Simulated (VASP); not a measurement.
# Pt (Pm-3n) in VASP: a series of runs

Pt is run at these levels: PBEsol; tasks: single point, relaxation of cell and atoms.

All numbers are computed with VASP 6.6.1; they aren't measurements. Logs are shortened: lines on timing, memory, paths and dates and some standing lists are left out, and cuts for length are marked.

## Step 1: The cell of the first run

It takes space group Pm-3n (No. 223, cubic). Conventional cell: a = 4.998 Å, b = 4.998 Å, c = 4.998 Å, α = 90.00°, β = 90.00°, γ = 90.00°. Within 3.7 Å of Pt (site symmetry m-3) lie 12 Pt at 2.79 Å. Pt (site symmetry -4m2) has 14 Pt at 2.50 to 3.06 Å within 3.3 Å.

## Step 2: Single point, PBEsol

INCAR reads:

```
SYSTEM = Pt
ALGO = Normal ; EDIFF = 1E-6
ENCUT = 520 ; GGA = PS
ISIF = 2 ; ISMEAR = -1
LASPH = .TRUE. ; LCHARG = .FALSE.
LREAL = .FALSE. ; LWAVE = .FALSE.
NBANDS = 50 ; NELM = 100
PREC = Accurate ; SIGMA = 0.1
```

KPOINTS reads:

```
k-points
0
G
  5 5 5
  0 0 0
```

POSCAR reads:

```
Pt
1.0
    4.9976669128      0.0000000000      0.0000000000
    0.0000000000      4.9976669128      0.0000000000
    0.0000000000      0.0000000000      4.9976669128
Pt
8
Direct
    0.0000000000      0.0000000000      0.0000000000
    0.5000000000      0.5000000000      0.5000000000
    0.2500000000      1.0000000000      0.5000000000
    0.7500000000      1.0000000000      0.5000000000
    0.5000000000      0.2500000000      0.0000000000
    0.5000000000      0.7500000000      0.0000000000
    1.0000000000      0.5000000000      0.2500000000
    0.0000000000      0.5000000000      0.7500000000
```

Potentials or basis: VASP PAW PBE potentials, release 64 (Pt).

Started as:

```sh
$ cat potpaw_PBE.64/Pt/POTCAR > POTCAR
$ mpirun -np 1 vasp_std > vasp.out
```

OUTCAR:

```text
SYSTEM = Pt
   EDIFF = 1E-6
   ENCUT = 520
   GGA = PS
   ISIF = 2
   ISMEAR = -1
   LASPH = .TRUE.
   LREAL = .FALSE.
   NELM = 100
   PREC = Accurate

 ion  position               nearest neighbor table
   1  0.000  0.000  0.000-   3 2.79   4 2.79   5 2.79   6 2.79   7 2.79   8 2.79   3 2.79   4 2.79
                             7 2.79   8 2.79   5 2.79   6 2.79
   2  0.500  0.500  0.500-   3 2.79   4 2.79   5 2.79   6 2.79   7 2.79   8 2.79   5 2.79   6 2.79
                             3 2.79   4 2.79   7 2.79   8 2.79
   3  0.250  0.000  0.500-   4 2.50   4 2.50   1 2.79   1 2.79   2 2.79   2 2.79   5 3.06   6 3.06
                             6 3.06   5 3.06   8 3.06   7 3.06   8 3.06   7 3.06
   4  0.750  0.000  0.500-   3 2.50   3 2.50   1 2.79   1 2.79   2 2.79   2 2.79   5 3.06   6 3.06
                             6 3.06   5 3.06   8 3.06   7 3.06   8 3.06   7 3.06
   5  0.500  0.250  0.000-   6 2.50   6 2.50   1 2.79   2 2.79   2 2.79   1 2.79   3 3.06   4 3.06
                             3 3.06   4 3.06   8 3.06   7 3.06   7 3.06   8 3.06
   6  0.500  0.750  0.000-   5 2.50   5 2.50   1 2.79   2 2.79   2 2.79   1 2.79   3 3.06   4 3.06
                             3 3.06   4 3.06   8 3.06   7 3.06   7 3.06   8 3.06
   7  0.000  0.500  0.250-   8 2.50   8 2.50   1 2.79   2 2.79   1 2.79   2 2.79   3 3.06   4 3.06
                             5 3.06   3 3.06   4 3.06   6 3.06   5 3.06   6 3.06
   8  0.000  0.500  0.750-   7 2.50   7 2.50   1 2.79   2 2.79   1 2.79   2 2.79   3 3.06   4 3.06
                             5 3.06   3 3.06   4 3.06   6 3.06   5 3.06   6 3.06

  LATTYP: Found a simple cubic cell.
 ALAT       =     4.9976669128

  Lattice vectors:

 A1 = (   4.9976669128,   0.0000000000,   0.0000000000)
 A2 = (   0.0000000000,   4.9976669128,   0.0000000000)
 A3 = (   0.0000000000,   0.0000000000,   4.9976669128)

Analysis of symmetry for initial positions (statically):
=====================================================================
 Subroutine PRICEL returns:
 Original cell was already a primitive cell.

 Routine SETGRP: Setting up the symmetry group for a
 simple cubic supercell.

 Subroutine GETGRP returns: Found 48 space group operations
 (whereof 24 operations were pure point group operations)
 out of a pool of 48 trial point group operations.

The static configuration has the point symmetry T_h .
 The point group associated with its full space group is O_h .

Analysis of symmetry for dynamics (positions and initial velocities):
=====================================================================
 Subroutine PRICEL returns:
 Original cell was already a primitive cell.

 Routine SETGRP: Setting up the symmetry group for a
 simple cubic supercell.

[... 111 lines left out ...]
   TEBEG  =    0.0;   TEEND  =   0.0 temperature during run
   PSTRESS=    0.0 pullay stress
   NELECT =      80.0000    total number of electrons
   NUPDOWN=      -1.0000    fix difference up-down
   EMIN   =  10.00;   EMAX   =-10.00  energy-range for DOS
   EFERMI =   0.00;   METHOD = LEGACY
   ISMEAR =    -1;   SIGMA  =   0.10  broadening in eV -4-tet -1-fermi 0-gaus
   EFERMI_NEDOS =   21; number of points for ismear=-14 and -15
   IALGO  =     38    algorithm
   IMIX   =      4    mixing-type and parameters
     AMIX     =   0.40;   BMIX     =  1.00
     AMIX_MAG =   1.60;   BMIX_MAG =  1.00
  volume/ion in A,a.u.               =      15.60       105.30
  Fermi-wavevector in a.u.,A,eV,Ry     =   1.411467  2.667287 27.106074  1.992240
  Thomas-Fermi vector in A             =   2.533316
   LORBIT       =      0    0 simple, 1 ext, 2 COOP (PROOUT), +10 PAW based schemes
   GGA     = PS    functional components
   LHFCALC =     F    Hartree Fock is set to
   AEXX    =    0.0000 exact exchange contribution
   IVDW    =     0    specifies the selected vdW correction
   LEPSILON=     F    determine dielectric tensor
   LRPA    =     F    only Hartree local field effects (RPA)
 non-spin polarized calculation
  energy-cutoff  :      520.00
  volume of cell :      124.83
 maximum number of plane-waves:      3407
 NGX is ok and might be reduce to    40
   NGX = 19   NGY = 19   NGZ = 19

 number of electron      80.0000030 magnetization

 Free energy of the ion-electron system (eV)
  ---------------------------------------------------
  ext. energy  EPLUGINS =         0.00000000
  ---------------------------------------------------
  free energy    TOTEN  =       -53.56391372 eV

  energy without entropy =      -53.12338338  energy(sigma->0) =      -53.34364855

 E-fermi :  10.4415     XC(G=0): -13.4036

 val. band max:       10.4398442797   @ k =   0.4000   0.4000   0.0000
 cond. band min:      10.4452544663   @ k =   0.4000   0.4000   0.2000
 fundamental gap:      0.0054101865
 Fermi energy:        10.4415127827

 k-point     1 :       0.0000    0.0000    0.0000
  band No.  band energies     occupation
      1       0.5118      2.00000
      2       3.1580      2.00000
      3       3.1580      2.00000
      4       4.3837      2.00000
      5       4.5628      2.00000
      6       4.7214      2.00000
[... 519 lines left out ...]
     49      19.3887      0.00000
     50      19.8476      0.00000

------------------------ aborting loop because EDIFF is reached ----------------------------------------

  FORCE on cell =-STRESS in cart. coord.  units (eV):
  Direction    XX          YY          ZZ          XY          YZ          ZX
  --------------------------------------------------------------------------------------
  -------------------------------------------------------------------------------------
  Total       -0.3011104     -0.3011104     -0.3011104     -0.0000000      0.0000000      0.0000000
  in kB       -3.8648662     -3.8648662     -3.8648662     -0.0000000      0.0000000      0.0000000
  external PRESSURE =      -3.8648662 kB  Pullay stress =       0.0000000 kB

 VOLUME and BASIS-vectors are now :
 -----------------------------------------------------------------------------
  energy-cutoff  :      520.00
  volume of cell :      124.83
      direct lattice vectors                 reciprocal lattice vectors
     4.997666913  0.000000000  0.000000000     0.200093367  0.000000000  0.000000000
     0.000000000  4.997666913  0.000000000     0.000000000  0.200093367  0.000000000
     0.000000000  0.000000000  4.997666913     0.000000000  0.000000000  0.200093367

 POSITION                                       TOTAL-FORCE (eV/Angst)
 -----------------------------------------------------------------------------------
      0.00000      0.00000      0.00000         0.000000     -0.000000     -0.000000
      2.49883      2.49883      2.49883         0.000000     -0.000000     -0.000000
      1.24942      0.00000      2.49883         0.000000      0.000000      0.000000
      3.74825      0.00000      2.49883        -0.000000     -0.000000     -0.000000
      2.49883      1.24942      0.00000         0.000000     -0.000000     -0.000000
      2.49883      3.74825      0.00000         0.000000      0.000000      0.000000
      0.00000      2.49883      1.24942        -0.000000     -0.000000     -0.000000
      0.00000      2.49883      3.74825         0.000000      0.000000      0.000000
 -----------------------------------------------------------------------------------
    total drift:                               -0.000000     -0.000000      0.000000

  FREE ENERGIE OF THE ION-ELECTRON SYSTEM (eV)
  ---------------------------------------------------
  free  energy   TOTEN  =       -53.5639137171 eV

  energy  without entropy=      -53.1233833826  energy(sigma->0) =      -53.34364855
```

OSZICAR:

```text
N       E                     dE             d eps       ncg     rms          rms(c)
DAV:   1     0.519751427607E+03    0.51975E+03   -0.40432E+04  1000   0.154E+03
DAV:   2    -0.360799679718E+02   -0.55583E+03   -0.52507E+03  1108   0.343E+02
DAV:   3    -0.564131741285E+02   -0.20333E+02   -0.19147E+02  1102   0.610E+01
DAV:   4    -0.567011589851E+02   -0.28798E+00   -0.28672E+00  1094   0.720E+00
DAV:   5    -0.567061389719E+02   -0.49800E-02   -0.49761E-02  1112   0.917E-01    0.365E+01
DAV:   6    -0.539454578958E+02    0.27607E+01   -0.63909E+00  1082   0.132E+01    0.193E+01
DAV:   7    -0.540331472286E+02   -0.87689E-01   -0.25039E+00  1070   0.120E+01    0.897E+00
DAV:   8    -0.535982957030E+02    0.43485E+00   -0.12535E+00  1026   0.965E+00    0.400E+00
DAV:   9    -0.535644243890E+02    0.33871E-01   -0.10755E-01  1044   0.219E+00    0.596E-01
DAV:  10    -0.535639118558E+02    0.51253E-03   -0.27201E-03  1084   0.299E-01    0.198E-01
DAV:  11    -0.535639186583E+02   -0.68025E-05   -0.21863E-04  1070   0.775E-02    0.458E-02
DAV:  12    -0.535639145582E+02    0.41001E-05   -0.72517E-05  1064   0.448E-02    0.150E-02
DAV:  13    -0.535639132826E+02    0.12755E-05   -0.27111E-06   768   0.114E-02    0.638E-03
DAV:  14    -0.535639137171E+02   -0.43448E-06   -0.29517E-07   534   0.432E-03
   1 F= -.53563914E+02 E0= -.53343649E+02  d E =-.440530E+00
```

It used 52 s of CPU time on 1 thread of AMD EPYC 7R13 Processor (Zen 3) (shared host).

Results:

```
Free energy            : -53.5639 eV
Pressure               : -0.4 GPa
Band gap on the k mesh : zero (band 40 reaches 10.64 eV, above the bottom of band 41 at 10.20 eV)
```

Caveat: the PAW data sets were made with another functional, which shifts forces and pressure a little; spin-orbit coupling is left out, which moves the levels of the heavy elements.

## Step 3: Single point, PBEsol

INCAR reads:

```
  PREC = Accurate
  ENCUT = 520
  EDIFF = 1E-6
  ISMEAR = -1
  SIGMA = 0.1
  LREAL = False
  LASPH = True
  NELM = 80
  ALGO = Normal
  ISIF = 2
  LWAVE = False
  LCHARG = True
  GGA = PS
  LELF = True
  LVHAR = True
  NBANDS = 50
```

KPOINTS reads:

```
Automatic mesh
0
Gamma
  7 7 7
```

POSCAR is that of step 2.

Potentials or basis: VASP PAW PBE potentials, release 64 (Pt).

Started as:

```sh
$ cat potpaw_PBE.64/Pt/POTCAR > POTCAR
$ mpirun -np 1 vasp_std > vasp.out
```

OUTCAR:

```text
PREC = Accurate
   ENCUT = 520
   EDIFF = 1E-6
   ISMEAR = -1
   LREAL = False
   LASPH = True
   NELM = 80
   ISIF = 2
   GGA = PS

 ion  position               nearest neighbor table
   1  0.000  0.000  0.000-   3 2.79   4 2.79   5 2.79   6 2.79   7 2.79   8 2.79   3 2.79   4 2.79
                             7 2.79   8 2.79   5 2.79   6 2.79
   2  0.500  0.500  0.500-   3 2.79   4 2.79   5 2.79   6 2.79   7 2.79   8 2.79   5 2.79   6 2.79
                             3 2.79   4 2.79   7 2.79   8 2.79
   3  0.250  0.000  0.500-   4 2.50   4 2.50   1 2.79   1 2.79   2 2.79   2 2.79   5 3.06   6 3.06
                             6 3.06   5 3.06   8 3.06   7 3.06   8 3.06   7 3.06
   4  0.750  0.000  0.500-   3 2.50   3 2.50   1 2.79   1 2.79   2 2.79   2 2.79   5 3.06   6 3.06
                             6 3.06   5 3.06   8 3.06   7 3.06   8 3.06   7 3.06
   5  0.500  0.250  0.000-   6 2.50   6 2.50   1 2.79   2 2.79   2 2.79   1 2.79   3 3.06   4 3.06
                             3 3.06   4 3.06   8 3.06   7 3.06   7 3.06   8 3.06
   6  0.500  0.750  0.000-   5 2.50   5 2.50   1 2.79   2 2.79   2 2.79   1 2.79   3 3.06   4 3.06
                             3 3.06   4 3.06   8 3.06   7 3.06   7 3.06   8 3.06
   7  0.000  0.500  0.250-   8 2.50   8 2.50   1 2.79   2 2.79   1 2.79   2 2.79   3 3.06   4 3.06
                             5 3.06   3 3.06   4 3.06   6 3.06   5 3.06   6 3.06
[... 1259 lines left out ...]
     49      19.9276      0.00000
     50      20.3768      0.00000

------------------------ aborting loop because EDIFF is reached ----------------------------------------

  FORCE on cell =-STRESS in cart. coord.  units (eV):
  Direction    XX          YY          ZZ          XY          YZ          ZX
  --------------------------------------------------------------------------------------
  -------------------------------------------------------------------------------------
  Total       -0.3661358     -0.3661358     -0.3661358     -0.0000000     -0.0000000     -0.0000000
  in kB       -4.6994911     -4.6994911     -4.6994911     -0.0000000     -0.0000000     -0.0000000
  external PRESSURE =      -4.6994911 kB  Pullay stress =       0.0000000 kB

 VOLUME and BASIS-vectors are now :
 -----------------------------------------------------------------------------
  energy-cutoff  :      520.00
  volume of cell :      124.83
      direct lattice vectors                 reciprocal lattice vectors
     4.997666913  0.000000000  0.000000000     0.200093367  0.000000000  0.000000000
     0.000000000  4.997666913  0.000000000     0.000000000  0.200093367  0.000000000
     0.000000000  0.000000000  4.997666913     0.000000000  0.000000000  0.200093367

 POSITION                                       TOTAL-FORCE (eV/Angst)
 -----------------------------------------------------------------------------------
      0.00000      0.00000      0.00000        -0.000000      0.000000     -0.000000
      2.49883      2.49883      2.49883        -0.000000      0.000000     -0.000000
      1.24942      0.00000      2.49883         0.000000     -0.000000      0.000000
      3.74825      0.00000      2.49883        -0.000000     -0.000000     -0.000000
      2.49883      1.24942      0.00000         0.000000      0.000000     -0.000000
      2.49883      3.74825      0.00000        -0.000000     -0.000000      0.000000
      0.00000      2.49883      1.24942        -0.000000     -0.000000     -0.000000
      0.00000      2.49883      3.74825        -0.000000      0.000000     -0.000000
 -----------------------------------------------------------------------------------
    total drift:                               -0.000000     -0.000000      0.000000

  FREE ENERGIE OF THE ION-ELECTRON SYSTEM (eV)
  ---------------------------------------------------
  free  energy   TOTEN  =       -53.6176360232 eV

  energy  without entropy=      -53.1945714669  energy(sigma->0) =      -53.40610375
```

It used 91 s of CPU time on 1 thread of AMD EPYC 7R13 Processor (Zen 3), with other jobs on the host.

What came out:

```
Free energy            : -53.6176 eV
Pressure               : -0.5 GPa
Band gap on the k mesh : zero (band 40 reaches 10.64 eV, above the bottom of band 41 at 10.14 eV)
```

Levels at points of the mesh, in eV from the Fermi level:
```
           k point  band 38  band 39  band 40  band 41  band 42  band 43
(0.00, 0.00, 0.00)    -0.20     0.21     0.21     0.21     2.36     2.36
```

Caveat: the PAW data sets were made with another functional, which shifts forces and pressure a little; spin-orbit coupling is left out, which moves the levels of the heavy elements.

(Continued in part 2 of 2.)
